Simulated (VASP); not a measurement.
# La2O3 (P-3m1) in VASP: vibrations by perturbation theory with PBE

Aim: the vibrations by perturbation theory of La2O3 with PBE.

Program: VASP 6.6.1. These are calculated values, not measurements. Logs are shortened: lines on timing, memory, paths and dates and some standing lists are left out, and cuts for length are marked.

## (1) The cell of the first run

Symmetry: P-3m1, No. 164, trigonal system. The conventional cell has a = 3.883 Å, b = 3.883 Å, c = 5.951 Å, α = 90.00°, β = 90.00°, γ = 120.00°. La (site symmetry 3m) has 7 O at 2.34 to 2.67 Å within 3.1 Å. O (site symmetry 3m) has 4 La at 2.34 to 2.41 Å and 6 O at 2.85 to 3.07 Å within 3.1 Å. O (site symmetry -3m) has 6 La at 2.67 Å and 6 O at 3.07 Å within 3.5 Å.

## (2) Vibrations by perturbation theory, PBE

File INCAR:

```
SYSTEM = La2O3
PREC = Accurate ; ENCUT = 520
EDIFF = 1E-8 ; ISMEAR = 0
SIGMA = 0.01 ; LREAL = .FALSE.
LASPH = .TRUE. ; NELM = 100
ALGO = Normal ; ISIF = 2
LWAVE = .FALSE. ; LCHARG = .FALSE.
GGA = PE ; IBRION = 8
NSW = 1 ; LEPSILON = .TRUE.
```

File KPOINTS:

```
regular mesh
0
G
  9 9 4
  0 0 0
```

File POSCAR:

```
La2O3
1.0
    3.8830241602      0.0000000000      0.0000000000
   -1.9415120801      3.3627975663      0.0000000000
    0.0000000000      0.0000000000      5.9511616141
La O
2 3
Direct
    0.6666666667      0.3333333333      0.7574613182
    0.3333333333      0.6666666667      0.2425386818
    0.6666666667      0.3333333333      0.3523770452
    0.3333333333      0.6666666667      0.6476229548
    0.0000000000      0.0000000000      0.0000000000
```

Potentials or basis: VASP PAW PBE potentials, release 64 (La, O).

Started as:

```bash
> cat potpaw_PBE.64/La/POTCAR potpaw_PBE.64/O/POTCAR > POTCAR
> mpirun -np 1 vasp_std > vasp.out
```

OUTCAR:

```text
SYSTEM = La2O3
   PREC = Accurate
   ENCUT = 520
   EDIFF = 1E-8
   ISMEAR = 0
   LREAL = .FALSE.
   LASPH = .TRUE.
   NELM = 100
   ISIF = 2
   GGA = PE
   IBRION = 8
   NSW = 1
   LEPSILON = .TRUE.

 ion  position               nearest neighbor table
   1  0.667  0.333  0.757-   4 2.34   4 2.34   4 2.34   3 2.41   5 2.67   5 2.67   5 2.67   2 3.66
                             2 3.66   2 3.66
   2  0.333  0.667  0.243-   3 2.34   3 2.34   3 2.34   4 2.41   5 2.67   5 2.67   5 2.67   1 3.66
                             1 3.66   1 3.66
   3  0.667  0.333  0.352-   2 2.34   2 2.34   2 2.34   1 2.41
   4  0.333  0.667  0.648-   1 2.34   1 2.34   1 2.34   2 2.41
   5  0.000  0.000  0.000-   1 2.67   2 2.67   1 2.67   2 2.67   1 2.67   2 2.67

  LATTYP: Found a hexagonal cell.
 ALAT       =     3.8830241602
 C/A-ratio  =     1.5326099887

  Lattice vectors:

 A1 = (   3.8830241602,   0.0000000000,   0.0000000000)
 A2 = (  -1.9415120801,   3.3627975663,   0.0000000000)
 A3 = (   0.0000000000,   0.0000000000,   5.9511616141)

Analysis of symmetry for initial positions (statically):
=====================================================================
 Subroutine PRICEL returns:
 Original cell was already a primitive cell.

 Routine SETGRP: Setting up the symmetry group for a
 hexagonal supercell.

 Subroutine GETGRP returns: Found 12 space group operations
 (whereof 12 operations were pure point group operations)
 out of a pool of 24 trial point group operations.

The static configuration has the point symmetry D_3d.

Analysis of symmetry for dynamics (positions and initial velocities):
=====================================================================
 Subroutine PRICEL returns:
 Original cell was already a primitive cell.

 Routine SETGRP: Setting up the symmetry group for a
 hexagonal supercell.

 Subroutine GETGRP returns: Found 12 space group operations
 (whereof 12 operations were pure point group operations)
 out of a pool of 24 trial point group operations.

The dynamic configuration has the point symmetry D_3d.

 Subroutine INISYM returns: Found 12 space group operations
 (whereof 12 operations are pure point group operations),
 and found     1 'primitive' translations

----------------------------------------------------------------------------------------

                                     Primitive cell

  volume of cell :      77.7092

  direct lattice vectors                    reciprocal lattice vectors
     3.883024160  0.000000000  0.000000000     0.257531233  0.148685727  0.000000000
    -1.941512080  3.362797566  0.000000000     0.000000000  0.297371453  0.000000000
[... 873 lines left out ...]
  free energy    TOTEN  =        -0.37680048 eV

  energy without entropy =       -0.37680048

------------------------ aborting loop because EDIFF is reached ----------------------------------------

 INTERNAL STRAIN TENSOR  FOR ION    5  DIRECTION 3   (eV/Angst):
 -----------------------------------------------------------------------------
    -0.00511 -0.00000 -0.00000
     0.00000 -0.00511 -0.00000
     0.00000 -0.00000 -0.00447

 MACROSCOPIC STATIC DIELECTRIC TENSOR (including local field effects in DFT)
 ------------------------------------------------------
           4.875698     0.000000     0.000000
           0.000000     4.875698     0.000000
           0.000000     0.000000     4.803538
 ------------------------------------------------------

 PIEZOELECTRIC TENSOR (including local field effects)  for field in x, y, z        (e  Angst)
          XX          YY          ZZ          XY          YZ          ZX
  --------------------------------------------------------------------------------
  x     0.00000     0.00000     0.00000     0.00000     0.00000     0.00000
  y     0.00000     0.00000     0.00000     0.00000     0.00000     0.00000
  z     0.00000     0.00000     0.00000     0.00000     0.00000     0.00000

 PIEZOELECTRIC TENSOR (including local field effects)  for field in x, y, z        (C/m^2)
          XX          YY          ZZ          XY          YZ          ZX
  --------------------------------------------------------------------------------
  x     0.00000     0.00000     0.00000     0.00000     0.00000     0.00000
  y     0.00000     0.00000     0.00000     0.00000     0.00000     0.00000
  z     0.00000     0.00000     0.00000     0.00000     0.00000     0.00000

 BORN EFFECTIVE CHARGES (including local field effects) (in |e|, cummulative output)
 ---------------------------------------------------------------------------------
 ion    1
    1     4.26377     0.00000     0.00000
    2     0.00000     4.26377     0.00000
    3     0.00000     0.00000     3.86766
 ion    2
    1     4.26377     0.00000     0.00000
    2     0.00000     4.26377     0.00000
    3     0.00000     0.00000     3.86766
 ion    3
    1    -2.87676     0.00000    -0.00000
    2     0.00000    -2.87676    -0.00000
    3    -0.00000     0.00000    -2.58606
 ion    4
    1    -2.87676     0.00000     0.00000
    2     0.00000    -2.87676    -0.00000
    3     0.00000     0.00000    -2.58606
 ion    5
    1    -2.77402     0.00000     0.00000
    2     0.00000    -2.77402     0.00000
    3     0.00000     0.00000    -2.56320

 INTERNAL STRAIN TENSOR FOR ION    5 for displacements in x,y,z  (eV/Angst):
          X           Y           Z          XY          YZ          ZX
  --------------------------------------------------------------------------------
  x     0.00000     0.00000     0.00000     0.00000     0.00000     0.00000
  y     0.00000     0.00000     0.00000     0.00000     0.00000     0.00000
  z     0.00000     0.00000     0.00000     0.00000     0.00000     0.00000

 SECOND DERIVATIVES (NOT SYMMETRIZED)
 ------------------------------------
               1X          1Y          1Z          2X          2Y          2Z          3X          3Y          3Z          4X          4Y          4Z          5X          5Y          5Z
  1X    -7.063746    0.000000    0.000000    0.894509    0.000000    0.000000    0.759598    0.000000    0.000000    5.108544    0.000000    0.000000    0.301094    0.000000    0.000000
  1Y     0.000000   -7.063746    0.000000    0.000000    0.894509   -0.000000   -0.000000    0.759598    0.000000    0.000000    5.108544    0.000000    0.000000    0.301094    0.000000
  1Z     0.000000    0.000000  -13.534187   -0.000000   -0.000000    9.371603   -0.000000    0.000000    0.188164    0.000000    0.000000    4.143060    0.000000    0.000000   -0.168640
  2X     0.894509    0.000000    0.000000   -7.063746    0.000000    0.000000    5.108544    0.000000    0.000000    0.759598    0.000000    0.000000    0.301094    0.000000    0.000000
  2Y     0.000000    0.894509   -0.000000    0.000000   -7.063746    0.000000    0.000000    5.108544    0.000000   -0.000000    0.759598    0.000000    0.000000    0.301094    0.000000
  2Z    -0.000000   -0.000000    9.371603    0.000000    0.000000  -13.534187    0.000000    0.000000    4.143060   -0.000000    0.000000    0.188164    0.000000    0.000000   -0.168640
  3X     0.799389    0.000000    0.000000    5.118329    0.000000    0.000000   -8.520843    0.000000    0.000000    1.235235    0.000000    0.000000    1.367890    0.000000    0.000000
  3Y     0.000000    0.799389    0.000000    0.000000    5.118329    0.000000    0.000000   -8.520843    0.000000    0.000000    1.235235    0.000000    0.000000    1.367890    0.000000
  3Z     0.000000    0.000000    0.236446    0.000000    0.000000    4.201274   -0.000000    0.000000   -8.473505    0.000000   -0.000000    0.674176   -0.000000    0.000000    3.361610
  4X     5.118329    0.000000    0.000000    0.799389    0.000000    0.000000    1.235235    0.000000    0.000000   -8.520843    0.000000    0.000000    1.367890    0.000000    0.000000
  4Y     0.000000    5.118329    0.000000    0.000000    0.799389    0.000000    0.000000    1.235235    0.000000    0.000000   -8.520843    0.000000    0.000000    1.367890    0.000000
  4Z     0.000000    0.000000    4.201274    0.000000    0.000000    0.236446    0.000000   -0.000000    0.674176   -0.000000    0.000000   -8.473505   -0.000000    0.000000    3.361610
  5X     0.328981    0.000000    0.000000    0.328981    0.000000    0.000000    1.368023    0.000000    0.000000    1.368023    0.000000    0.000000   -3.394008    0.000000    0.000000
  5Y     0.000000    0.328981    0.000000    0.000000    0.328981    0.000000    0.000000    1.368023    0.000000    0.000000    1.368023    0.000000    0.000000   -3.394008    0.000000
  5Z     0.000000    0.000000   -0.121463    0.000000    0.000000   -0.121463    0.000000    0.000000    3.370767    0.000000    0.000000    3.370767   -0.000000    0.000000   -6.498608

 Eigenvectors and eigenvalues of the dynamical matrix
 ----------------------------------------------------

   1 f  =   13.579432 THz    85.322085 2PiTHz  452.961081 cm-1    56.159991 meV
             X         Y         Z           dx          dy          dz
      1.941512  1.120933  4.507775    -0.000000    0.000000    0.071357
     -0.000000  2.241865  1.443387    -0.000000    0.000000    0.071357
      1.941512  1.120933  2.097053     0.000000   -0.000000   -0.534488
     -0.000000  2.241865  3.854109     0.000000   -0.000000   -0.534488
      0.000000  0.000000  0.000000    -0.000000    0.000000    0.646887
[... 105 lines left out ...]
  15 f/i=    0.049904 THz     0.313555 2PiTHz    1.664611 cm-1     0.206385 meV
             X         Y         Z           dx          dy          dz
      1.941512  1.120933  4.507775     0.000000    0.000000    0.654972
     -0.000000  2.241865  1.443387     0.000000    0.000000    0.654972
      1.941512  1.120933  2.097053     0.000000    0.000000    0.218270
     -0.000000  2.241865  3.854109     0.000000    0.000000    0.218270
      0.000000  0.000000  0.000000     0.000000    0.000000    0.216193

--------------------------------------------------------------------------------------------------------

 MACROSCOPIC STATIC DIELECTRIC TENSOR IONIC CONTRIBUTION
 ------------------------------------------------------
          17.471238    -0.000000     0.000000
          -0.000000    17.471238     0.000000
           0.000000     0.000000    19.385163
 ------------------------------------------------------

 ELASTIC MODULI CONTR FROM IONIC RELAXATION (kBar)
 Direction    XX          YY          ZZ          XY          YZ          ZX
 --------------------------------------------------------------------------------
 XX        -469.7253    285.9471    -64.0430     -0.0000    189.5211      0.0000
 YY         285.9471   -469.7253    -64.0430      0.0000   -189.5211     -0.0000
 ZZ         -64.0430    -64.0430   -356.7035     -0.0000     -0.0000     -0.0000
 XY          -0.0000      0.0000     -0.0000   -377.8362      0.0000    195.8751
 YZ         189.5211   -189.5211     -0.0000      0.0000   -104.2572     -0.0000
 ZX           0.0000     -0.0000     -0.0000    195.8751     -0.0000   -109.5263
 --------------------------------------------------------------------------------

 PIEZOELECTRIC TENSOR IONIC CONTR  for field in x, y, z        (C/m^2)
          XX          YY          ZZ          XY          YZ          ZX
  --------------------------------------------------------------------------------
  x     0.00000    -0.00000     0.00000    -0.00000    -0.00000     0.00000
  y     0.00000    -0.00000    -0.00000     0.00000    -0.00000    -0.00000
  z     0.00000     0.00000     0.00000    -0.00000    -0.00000     0.00000
```

Run time: 81 min. Hardware: 1 thread of Intel Xeon 6975P-C (Granite Rapids), shared host; peak memory 0.86 GiB.

What came out:

```yaml
Electronic_dielectric_tensor_diagonal: 4.88, 4.88, 4.80
Born_charges_mean_of_the_diagonal: La +4.13; O -2.78, -2.70 (each value once) e
Highest_phonon_frequency_at_Γ_LO-TO_splitting_left_out: 453 cm⁻¹
```

Phonon frequencies in cm⁻¹ (negative: imaginary):
```
              q point                                               frequencies
(0.000, 0.000, 0.000)  -2 -1 -1 107 107 201 214 222 222 380 380 400 412 412 453
```

Electronic dielectric tensor:
```
4.88 0.00 0.00
0.00 4.88 0.00
0.00 0.00 4.80
```

Born effective charge tensors (e):
atom 1, La
```
4.26 0.00 0.00
0.00 4.26 0.00
0.00 0.00 3.87
```
atom 2, La
```
4.26 0.00 0.00
0.00 4.26 0.00
0.00 0.00 3.87
```
atom 3, O
```
-2.88  0.00  0.00
 0.00 -2.88  0.00
 0.00  0.00 -2.59
```
atom 4, O
```
-2.88  0.00  0.00
 0.00 -2.88  0.00
 0.00  0.00 -2.59
```
atom 5, O
```
-2.77  0.00  0.00
 0.00 -2.77  0.00
 0.00  0.00 -2.56
```

Caveat: the cell stands under pressure or tension, which shifts response properties; spin-orbit coupling is left out, which moves the levels of the heavy elements.
